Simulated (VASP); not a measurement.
# AlNi (AlNi (110), 3 layers) in VASP: a series of runs

Runs on AlNi (AlNi (110), 3 layers). Level: PBE. Tasks: single point.

Everything below comes from runs of VASP 6.6.1. Logs are shortened: lines on timing, memory, paths and dates and some standing lists are left out, and cuts for length are marked.

**1. The cell of the first run**

The cell holds a slab with vacuum, 6 atoms: a = 2.894 Å, b = 4.092 Å, c = 20.092 Å, α = 90.00°, β = 90.00°, γ = 90.00°.

**2. Single point, PBE**

File INCAR:

```
SYSTEM = AlNi
  PREC = Accurate
  ENCUT = 520
  EDIFF = 1E-6
  ISMEAR = -1
  SIGMA = 0.1
  LREAL = .False.
  LASPH = .True.
  NELM = 80
  ALGO = Normal
  ISIF = 2
  LWAVE = .False.
  LCHARG = .False.
  LDIPOL = .True.
  IDIPOL = 3
  DIPOL = 0.5 0.5 0.500
  GGA = PE
  NBANDS = 28
```

File KPOINTS:

```
regular mesh
0
Gamma
  13 9 1
  0 0 0
```

File POSCAR:

```
AlNi
1.0
    2.8935740684      0.0000000000      0.0000000000
    0.0000000000      4.0921316912      0.0000000000
    0.0000000000      0.0000000000     20.0921000000
Ni Al
3 3
Direct
    0.7500000000      0.2500000000      0.3981656549
    0.7500000000      0.7500000000      0.5000000000
    0.7500000000      0.2500000000      0.6018343451
    0.2500000000      0.7500000000      0.3981656549
    0.2500000000      0.2500000000      0.5000000000
    0.2500000000      0.7500000000      0.6018343451
```

Potentials or basis: VASP PAW PBE potentials, release 64 (Ni, Al).

On the command line:

```console
$ cat potpaw_PBE.64/Ni/POTCAR potpaw_PBE.64/Al/POTCAR > POTCAR
$ mpirun -np 1 vasp_std > vasp.out
```

OUTCAR:

```text
SYSTEM = AlNi
   PREC = Accurate
   ENCUT = 520
   EDIFF = 1E-6
   ISMEAR = -1
   LREAL = .False.
   LASPH = .True.
   NELM = 80
   ISIF = 2
   GGA = PE

 ion  position               nearest neighbor table
   1  0.750  0.250  0.398-   5 2.51   5 2.51   4 2.51   4 2.51   4 2.51   4 2.51   2 2.89   2 2.89

   2  0.750  0.750  0.500-   4 2.51   6 2.51   4 2.51   6 2.51   5 2.51   5 2.51   5 2.51   5 2.51
                             1 2.89   1 2.89   3 2.89   3 2.89
   3  0.750  0.250  0.602-   5 2.51   5 2.51   6 2.51   6 2.51   6 2.51   6 2.51   2 2.89   2 2.89

   4  0.250  0.750  0.398-   2 2.51   2 2.51   1 2.51   1 2.51   1 2.51   1 2.51   5 2.89   5 2.89

   5  0.250  0.250  0.500-   1 2.51   3 2.51   1 2.51   3 2.51   2 2.51   2 2.51   2 2.51   2 2.51
                             6 2.89   4 2.89   4 2.89   6 2.89
   6  0.250  0.750  0.602-   2 2.51   2 2.51   3 2.51   3 2.51   3 2.51   3 2.51   5 2.89   5 2.89

  LATTYP: Found a simple orthorhombic cell.
 ALAT       =     2.8935740684
 B/A-ratio  =     1.4142135624
 C/A-ratio  =     6.9436964546

  Lattice vectors:

 A1 = (   2.8935740684,   0.0000000000,   0.0000000000)
 A2 = (   0.0000000000,   4.0921316912,   0.0000000000)
 A3 = (   0.0000000000,   0.0000000000,  20.0921000000)

Analysis of symmetry for initial positions (statically):
=====================================================================
 Subroutine PRICEL returns:
 Original cell was already a primitive cell.

 Routine SETGRP: Setting up the symmetry group for a
 simple orthorhombic supercell.

 Subroutine GETGRP returns: Found  8 space group operations
 (whereof  2 operations were pure point group operations)
 out of a pool of  8 trial point group operations.

The static configuration has the point symmetry C_1h.
 The point group associated with its full space group is D_2h.

Analysis of symmetry for dynamics (positions and initial velocities):
=====================================================================
 Subroutine PRICEL returns:
 Original cell was already a primitive cell.

 Routine SETGRP: Setting up the symmetry group for a
 simple orthorhombic supercell.

 Subroutine GETGRP returns: Found  8 space group operations
 (whereof  2 operations were pure point group operations)
 out of a pool of  8 trial point group operations.

The dynamic configuration has the point symmetry C_1h.
 The point group associated with its full space group is D_2h.

 Subroutine INISYM returns: Found  8 space group operations
 (whereof  2 operations are pure point group operations),
 and found     1 'primitive' translations

----------------------------------------------------------------------------------------

                                     Primitive cell

  volume of cell :     237.9083

  direct lattice vectors                    reciprocal lattice vectors
     2.893574068  0.000000000  0.000000000     0.345593365  0.000000000  0.000000000
     0.000000000  4.092131691  0.000000000     0.000000000  0.244371412  0.000000000
     0.000000000  0.000000000 20.092100000     0.000000000  0.000000000  0.049770805

  length of vectors
     2.893574068  4.092131691 20.092100000     0.345593365  0.244371412  0.049770805

  position of ions in fractional coordinates (direct lattice)
     0.750000000  0.250000000  0.398165655
     0.750000000  0.750000000  0.500000000
     0.750000000  0.250000000  0.601834345
     0.250000000  0.750000000  0.398165655
     0.250000000  0.250000000  0.500000000
     0.250000000  0.750000000  0.601834345

  ion indices of the primitive-cell ions
   primitive index   ion index
                 1           1
                 2           2
                 3           3
                 4           4
                 5           5
                 6           6

----------------------------------------------------------------------------------------

 KPOINTS: regular mesh

Automatic generation of k-mesh.
 Grid dimensions read from file:
 generate k-points for:   13    9    1

 Generating k-lattice:

  Cartesian coordinates                     Fractional coordinates (reciprocal lattice)
     0.026584105  0.000000000  0.000000000     0.076923077  0.000000000  0.000000000
     0.000000000  0.027152379  0.000000000     0.000000000  0.111111111  0.000000000
     0.000000000  0.000000000  0.049770805     0.000000000  0.000000000  1.000000000

  Length of vectors
     0.026584105  0.027152379  0.049770805

  Shift w.r.t. Gamma in fractional coordinates (k-lattice)
     0.000000000  0.000000000  0.000000000

 Subroutine IBZKPT returns following result:
 ===========================================

 Found     35 irreducible k-points:

 Following reciprocal coordinates:
            Coordinates               Weight
  0.000000  0.000000  0.000000      1.000000
  0.076923  0.000000  0.000000      2.000000
  0.153846  0.000000  0.000000      2.000000
  0.230769  0.000000  0.000000      2.000000
  0.307692  0.000000  0.000000      2.000000
  0.384615  0.000000  0.000000      2.000000
[... 16 lines left out ...]
  0.076923  0.333333  0.000000      4.000000
  0.153846  0.333333  0.000000      4.000000
 [... further k-points ...]
   k-points           NKPTS =     35   k-points in BZ     NKDIM =     35   number of bands    NBANDS=     28
   number of dos      NEDOS =    301   number of ions     NIONS =      6
   total plane-waves  NPLWV = 108000
   dimension x,y,z NGX =    24 NGY =   30 NGZ =  150
   dimension x,y,z NGXF=    48 NGYF=   60 NGZF=  300
   ions per type =               3   3
   NGX,Y,Z   is equivalent  to a cutoff of  13.79, 12.19, 12.41 a.u.
   NGXF,Y,Z  is equivalent  to a cutoff of  27.58, 24.38, 24.82 a.u.
 SYSTEM =  AlNi
   PREC   = accura    normal or accurate (medium, high low for compatibility)
   ISTART =      0    job   : 0-new  1-cont  2-samecut
   ICHARG =      2    charge: 1-file 2-atom 10-const
   ISPIN  =      1    spin polarized calculation?
   LNONCOLLINEAR =      F non collinear calculations
   LSORBIT =      F    spin-orbit coupling
   LASPH  =      T    aspherical Exc in radial PAW
   ENCUT  =  520.0 eV  38.22 Ry    6.18 a.u.   5.38  7.61 37.36*2*pi/ulx,y,z
   NELM   =     80;   NELMIN=  2; NELMDL= -5     # of ELM steps
   EDIFF  = 0.1E-05   stopping-criterion for ELM
   LREAL  =      F    real-space projection
   EDIFFG = 0.1E-04   stopping-criterion for IOM
   NSW    =      0    number of steps for IOM
   IBRION =     -1    ionic relax: 0-MD 1-quasi-New 2-CG
   NFREE  =      0    steps in history (QN), initial steepest desc. (CG)
   ISIF   =      2    stress and relaxation
   ISYM   =      2    0-nonsym 1-usesym 2-fastsym
   POTIM  = 0.5000    time-step for ionic-motion
   TEBEG  =    0.0;   TEEND  =   0.0 temperature during run
   PSTRESS=    0.0 pullay stress
   NELECT =      39.0000    total number of electrons
   NUPDOWN=      -1.0000    fix difference up-down
   EMIN   =  10.00;   EMAX   =-10.00  energy-range for DOS
   EFERMI =   0.00;   METHOD = LEGACY
   ISMEAR =    -1;   SIGMA  =   0.10  broadening in eV -4-tet -1-fermi 0-gaus
   EFERMI_NEDOS =   21; number of points for ismear=-14 and -15
   IALGO  =     38    algorithm
   IMIX   =      4    mixing-type and parameters
     AMIX     =   0.40;   BMIX     =  1.00
     AMIX_MAG =   1.60;   BMIX_MAG =  1.00
  volume/ion in A,a.u.               =      39.65       267.58
  Fermi-wavevector in a.u.,A,eV,Ry     =   0.895969  1.693137 10.922229  0.802761
  Thomas-Fermi vector in A             =   2.018369
   LORBIT       =      0    0 simple, 1 ext, 2 COOP (PROOUT), +10 PAW based schemes
   GGA     = PE    functional components
   LHFCALC =     F    Hartree Fock is set to
   AEXX    =    0.0000 exact exchange contribution
   IVDW    =     0    specifies the selected vdW correction
   LEPSILON=     F    determine dielectric tensor
   LRPA    =     F    only Hartree local field effects (RPA)
 non-spin polarized calculation
  energy-cutoff  :      520.00
  volume of cell :      237.91
 maximum number of plane-waves:      6457
 NGX is ok and might be reduce to    24
   NGX = 11   NGY = 15   NGZ = 75

 number of electron      39.0000032 magnetization

 dipolmoment           0.000000      0.000000     -0.000000 electrons x Angstroem

 Free energy of the ion-electron system (eV)
  ---------------------------------------------------
  ext. energy  EPLUGINS =         0.00000000
  ---------------------------------------------------
  free energy    TOTEN  =       -29.23555339 eV

  energy without entropy =      -29.11765586  energy(sigma->0) =      -29.17660463

 E-fermi :  -0.3388     XC(G=0):  -4.6630

 val. band max:       -0.3460520675   @ k =   0.3846   0.0000   0.0000
 cond. band min:      -0.3320781665   @ k =   0.3846   0.4444   0.0000
 fundamental gap:      0.0139739010
 Fermi energy:        -0.3387886959

 k-point     1 :       0.0000    0.0000    0.0000
  band No.  band energies     occupation
      1     -10.4765      2.00000
      2      -8.3230      2.00000
      3      -5.8475      2.00000
      4      -3.7478      2.00000
      5      -3.3138      2.00000
      6      -3.1057      2.00000
[... 20 lines left out ...]
     27       4.5988      0.00000
     28       5.4462      0.00000

 k-point     2 :       0.0769    0.0000    0.0000
  band No.  band energies     occupation
      1     -10.3705      2.00000
      2      -8.2237      2.00000
      3      -5.7657      2.00000
      4      -3.6741      2.00000
      5      -3.2931      2.00000
      6      -3.1772      2.00000
[... 20 lines left out ...]
     27       4.6733      0.00000
     28       4.8564      0.00000

 k-point     3 :       0.1538    0.0000    0.0000
  band No.  band energies     occupation
      1     -10.0543      2.00000
      2      -7.9294      2.00000
      3      -5.5283      2.00000
      4      -3.4965      2.00000
      5      -3.3463      2.00000
      6      -3.2361      2.00000
[... 20 lines left out ...]
     27       4.5854      0.00000
     28       4.9973      0.00000

 k-point     4 :       0.2308    0.0000    0.0000
  band No.  band energies     occupation
      1      -9.5342      2.00000
      2      -7.4514      2.00000
      3      -5.1619      2.00000
      4      -3.5384      2.00000
      5      -3.4543      2.00000
      6      -3.2031      2.00000
[... 20 lines left out ...]
     27       4.4516      0.00000
     28       5.1150      0.00000

 k-point     5 :       0.3077    0.0000    0.0000
  band No.  band energies     occupation
      1      -8.8217      2.00000
      2      -6.8135      2.00000
      3      -4.7198      2.00000
      4      -3.8552      2.00000
      5      -3.7063      2.00000
      6      -3.4583      2.00000
[... 20 lines left out ...]
     27       4.5359      0.00000
     28       5.2382      0.00000

 k-point     6 :       0.3846    0.0000    0.0000
  band No.  band energies     occupation
      1      -7.9365      2.00000
      2      -6.0647      2.00000
      3      -4.7096      2.00000
      4      -4.2628      2.00000
      5      -3.8270      2.00000
      6      -3.8038      2.00000
[... 463 lines left out ...]
      5      -3.9178      2.00000
      6      -3.7271      2.00000
[... 20 lines left out ...]
     27       4.7502      0.00000
     28       4.9953      0.00000

 k-point    22 :       0.0000    0.3333    0.0000
  band No.  band energies     occupation
      1      -9.4884      2.00000
      2      -7.3845      2.00000
      3      -6.8055      2.00000
      4      -4.8809      2.00000
      5      -4.7049      2.00000
      6      -3.1398      2.00000
[... 20 lines left out ...]
     27       6.1881      0.00000
     28       6.3735      0.00000

 k-point    23 :       0.0769    0.3333    0.0000
  band No.  band energies     occupation
      1      -9.3863      2.00000
      2      -7.2925      2.00000
      3      -6.7239      2.00000
      4      -4.8087      2.00000
      5      -4.6125      2.00000
      6      -3.1018      2.00000
[... 20 lines left out ...]
     27       5.8792      0.00000
     28       6.2800      0.00000

 k-point    24 :       0.1538    0.3333    0.0000
  band No.  band energies     occupation
      1      -9.0825      2.00000
      2      -7.0220      2.00000
      3      -6.4858      2.00000
      4      -4.6015      2.00000
      5      -4.3434      2.00000
      6      -3.0278      2.00000
[... 20 lines left out ...]
     27       5.9370      0.00000
     28       5.9696      0.00000

 [... further k-points ...]

------------------------ aborting loop because EDIFF is reached ----------------------------------------

 vacuum level on the upper side and lower side of the slab       (xc-potential included)        -0.101        -0.101

  FORCE on cell =-STRESS in cart. coord.  units (eV):
  Direction    XX          YY          ZZ          XY          YZ          ZX
  --------------------------------------------------------------------------------------
  -------------------------------------------------------------------------------------
  Total       -4.8785358     -3.5261356     -0.7122037     -0.0000000      0.0000000      0.0000000
  in kB      -32.8541731    -23.7465247     -4.7962885     -0.0000000      0.0000000      0.0000000
  external PRESSURE =     -20.4656621 kB  Pullay stress =       0.0000000 kB

 VOLUME and BASIS-vectors are now :
 -----------------------------------------------------------------------------
  energy-cutoff  :      520.00
  volume of cell :      237.91
      direct lattice vectors                 reciprocal lattice vectors
     2.893574068  0.000000000  0.000000000     0.345593365  0.000000000  0.000000000
     0.000000000  4.092131691  0.000000000     0.000000000  0.244371412  0.000000000
     0.000000000  0.000000000 20.092100000     0.000000000  0.000000000  0.049770805

 POSITION                                       TOTAL-FORCE (eV/Angst)
 -----------------------------------------------------------------------------------
      2.17018      1.02303      7.99998         0.000000     -0.000000      0.623885
      2.17018      3.06910     10.04605         0.000000     -0.000000     -0.000000
      2.17018      1.02303     12.09212         0.000000     -0.000000     -0.623885
      0.72339      3.06910      7.99998         0.000000      0.000000     -0.450814
      0.72339      1.02303     10.04605         0.000000     -0.000000     -0.000000
      0.72339      3.06910     12.09212         0.000000      0.000000      0.450814
 -----------------------------------------------------------------------------------
    total drift:                                0.000000      0.000000     -0.000000

  FREE ENERGIE OF THE ION-ELECTRON SYSTEM (eV)
  ---------------------------------------------------
  free  energy   TOTEN  =       -29.2355533901 eV

  energy  without entropy=      -29.1176558647  energy(sigma->0) =      -29.17660463

 vacuum level on the upper side and lower side of the slab         4.461         4.461
```

It took 2.6 min on 1 thread of Intel Xeon 6975P-C (Granite Rapids), shared host; peak memory 0.43 GiB.

What came out:

```
Free energy   : -29.2356 eV
Largest force : 0.624 eV/Å
```

Forces in eV/Å, atoms in the order of the input:
```
Ni   0.000  0.000  0.624
Ni   0.000  0.000  0.000
Ni   0.000  0.000 -0.624
Al   0.000  0.000 -0.451
Al   0.000  0.000  0.000
Al   0.000  0.000  0.451
```

(Part 1 of 2 ends here.)
